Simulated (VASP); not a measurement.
# Sb (I4/mmm) in VASP: notebook, part 2 of 2

VASP 6.6.1.

**4. Electric field gradients, PBEsol (23.82 Å³/atom)**

This run uses another cell than the first one, of 23.82 Å³/atom.

Contents of INCAR:

```
PREC = Accurate ; ENCUT = 520
EDIFF = 1E-8 ; ISMEAR = -1
SIGMA = 0.03 ; LREAL = F
LASPH = T ; NELM = 100
ALGO = Normal ; ISIF = 2
LWAVE = F ; LCHARG = F
GGA = PS ; LEFG = T
ISYM = 0 ; NBANDS = 8
```

Contents of KPOINTS:

```
Automatic mesh
0
Gamma
  13 13 15
```

Contents of POSCAR:

```
Sb
1.0
   -1.5345172977      1.5345172977      2.5286397996
    1.5345172977     -1.5345172977      2.5286397996
    1.5345172977      1.5345172977     -2.5286397996
Sb
1
Direct
    0.0000000000      0.0000000000      0.0000000000
```

Potentials or basis: VASP PAW PBE potentials, release 64 (Sb).

On the command line:

```
cat potpaw_PBE.64/Sb/POTCAR > POTCAR
mpirun -np 1 vasp_std > vasp.out
```

OUTCAR:

```text
PREC = Accurate
   ENCUT = 520
   EDIFF = 1E-8
   ISMEAR = -1
   LREAL = F
   LASPH = T
   NELM = 100
   ISIF = 2
   GGA = PS
   ISYM = 0

 ion  position               nearest neighbor table
   1  0.000  0.000  0.000-

IMPORTANT INFORMATION: All symmetrisations will be switched off!
NOSYMM: (Re-)initialisation of all symmetry stuff for point group C_1.

----------------------------------------------------------------------------------------

                                     Primitive cell

  volume of cell :      23.8172

  direct lattice vectors                    reciprocal lattice vectors
    -1.534517298  1.534517298  2.528639800     0.000000000  0.325835363  0.197734766
     1.534517298 -1.534517298  2.528639800     0.325835363  0.000000000  0.197734766
     1.534517298  1.534517298 -2.528639800     0.325835363  0.325835363  0.000000000

  length of vectors
     3.332192358  3.332192358  3.332192358     0.381140028  0.381140028  0.460800789

  position of ions in fractional coordinates (direct lattice)
     0.000000000  0.000000000  0.000000000

  ion indices of the primitive-cell ions
   primitive index   ion index
                 1           1

----------------------------------------------------------------------------------------

 KPOINTS: Automatic mesh

Automatic generation of k-mesh.
 Grid dimensions read from file:
 generate k-points for:   13   13   15

 Generating k-lattice:

  Cartesian coordinates                     Fractional coordinates (reciprocal lattice)
[... 131 lines left out ...]

 val. band max:       10.0612122659   @ k =  -0.4615   0.2308   0.0667
 cond. band min:      10.0741225902   @ k =  -0.0769   0.2308   0.3333
 fundamental gap:      0.0129103243
 Fermi energy:        10.0674091569

 k-point     1 :       0.0000    0.0000    0.0000
  band No.  band energies     occupation
      1      -3.9146      2.00000
      2      16.0423      0.00000
      3      16.3725      0.00000
      4      16.3752      0.00000
      5      20.0170      0.00000
      6      20.5651      0.00000
      7      21.0406      0.00000
      8      21.0423      0.00000
[... 243 lines left out ...]
 k-point    24 :       0.2308    0.1538    0.0000
  band No.  band energies     occupation
      1      -1.7866      2.00000
      2       9.0449      2.00000
      3      11.3742      0.00000
      4      13.8020      0.00000
      5      18.8228      0.00000
      6      20.0166      0.00000
      7      21.5292      0.00000
      8      22.5089      0.00000

 [... further k-points ...]
[... 5 lines left out ...]
  --------------------------------------------------------------------------------------
  -------------------------------------------------------------------------------------
  Total        1.3323261      1.3323260      1.1216564      0.0268562      0.0003105      0.0003105
  in kB       89.6252897     89.6252880     75.4535831      1.8066121      0.0208899      0.0208903
  external PRESSURE =      84.9013869 kB  Pullay stress =       0.0000000 kB

 VOLUME and BASIS-vectors are now :
 -----------------------------------------------------------------------------
  energy-cutoff  :      520.00
  volume of cell :       23.82
      direct lattice vectors                 reciprocal lattice vectors
    -1.534517298  1.534517298  2.528639800     0.000000000  0.325835363  0.197734766
     1.534517298 -1.534517298  2.528639800     0.325835363  0.000000000  0.197734766
     1.534517298  1.534517298 -2.528639800     0.325835363  0.325835363  0.000000000

 POSITION                                       TOTAL-FORCE (eV/Angst)
 -----------------------------------------------------------------------------------
      0.00000      0.00000      0.00000         0.000000     -0.000000     -0.000000
 -----------------------------------------------------------------------------------
    total drift:                                0.000000     -0.000000     -0.000000

  FREE ENERGIE OF THE ION-ELECTRON SYSTEM (eV)
  ---------------------------------------------------
  free  energy   TOTEN  =        -4.2519660988 eV

  energy  without entropy=       -4.2499801404  energy(sigma->0) =       -4.25097312

 Electric field gradients (V/A^2)
---------------------------------------------------------------------
 ion       V_xx      V_yy      V_zz      V_xy      V_xz      V_yz
---------------------------------------------------------------------
   1     -23.890   -23.890    47.780     2.976    -1.209    -1.209
---------------------------------------------------------------------

 Electric field gradients after diagonalization (V/A^2)
 (convention: |V_zz| > |V_xx| > |V_yy|)
----------------------------------------------------------------------
 ion       V_xx      V_yy      V_zz     asymmetry (V_yy - V_xx)/ V_zz
----------------------------------------------------------------------
   1     -26.866   -20.956    47.822       0.124
----------------------------------------------------------------------

           NMR quadrupolar parameters

 Cq : quadrupolar parameter    Cq=e*Q*V_zz/h
 eta: asymmetry parameters     (V_yy - V_xx)/ V_zz
 Q  : nuclear electric quadrupole moment in mb (millibarn)
----------------------------------------------------------------------
 ion       Cq(MHz)       eta       Q (mb)
----------------------------------------------------------------------
   1       0.116       0.124       1.000
----------------------------------------------------------------------
```

OSZICAR:

```text
N       E                     dE             d eps       ncg     rms          rms(c)
DAV:   1     0.467842807767E+01    0.46784E+01   -0.17149E+03 20520   0.414E+02
DAV:   2    -0.417272398616E+01   -0.88512E+01   -0.85290E+01 28608   0.537E+01
DAV:   3    -0.425993480264E+01   -0.87211E-01   -0.86960E-01 24496   0.601E+00
DAV:   4    -0.426017388532E+01   -0.23908E-03   -0.23908E-03 31464   0.374E-01
DAV:   5    -0.426017427065E+01   -0.38533E-06   -0.38506E-06 25824   0.961E-03    0.212E+00
DAV:   6    -0.425500306053E+01    0.51712E-02   -0.13161E-03 26560   0.171E-01    0.124E+00
DAV:   7    -0.425197603644E+01    0.30270E-02   -0.28493E-03 23920   0.251E-01    0.320E-02
DAV:   8    -0.425196646267E+01    0.95738E-05   -0.50772E-05 27768   0.526E-02    0.702E-03
DAV:   9    -0.425196641857E+01    0.44096E-07   -0.65272E-07 28952   0.584E-03    0.338E-03
DAV:  10    -0.425196617991E+01    0.23866E-06   -0.31317E-08 28200   0.948E-04    0.689E-04
DAV:  11    -0.425196611360E+01    0.66312E-07   -0.15695E-09 16976   0.252E-04    0.791E-05
DAV:  12    -0.425196609879E+01    0.14804E-07   -0.11783E-10 12712   0.785E-05    0.102E-05
DAV:  13    -0.425196609881E+01   -0.20208E-10   -0.11737E-11 11288   0.275E-05
   1 F= -.42519661E+01 E0= -.42509731E+01  d E =-.198596E-02
```

Wall time 2.8 min (1 thread of Intel Xeon Platinum 8488C (Sapphire Rapids), shared host); peak memory 0.36 GiB.

What came out:

```
Free energy                             : -4.2520 eV
Pressure                                : 8.5 GPa
Band gap on the k mesh                  : zero (an odd number of electrons rules out a gap without spin polarisation)
Largest electric field gradient by atom : Sb +47.8 V/Å²
```

Levels at points of the mesh, in eV from the Fermi level:
```tsv
k point	band 1	band 2	band 3	band 4	band 5	band 6	band 7
(0.00, 0.00, 0.00)	-13.98	5.97	6.31	6.31	9.95	10.50	10.97
```

Electric field gradients, principal values (V/Å²):
```
atom    least   middle  greatest (by size)
1 Sb  -20.956  -26.866              47.822
```

Caveat: the cell stands under pressure; without QUAD_EFG the Cq values of the log hold for a quadrupole moment of 1 mb, not for the nuclei; the PAW data sets were made with another functional, which shifts forces and pressure a little; spin-orbit coupling is left out, which moves the levels of the heavy elements.
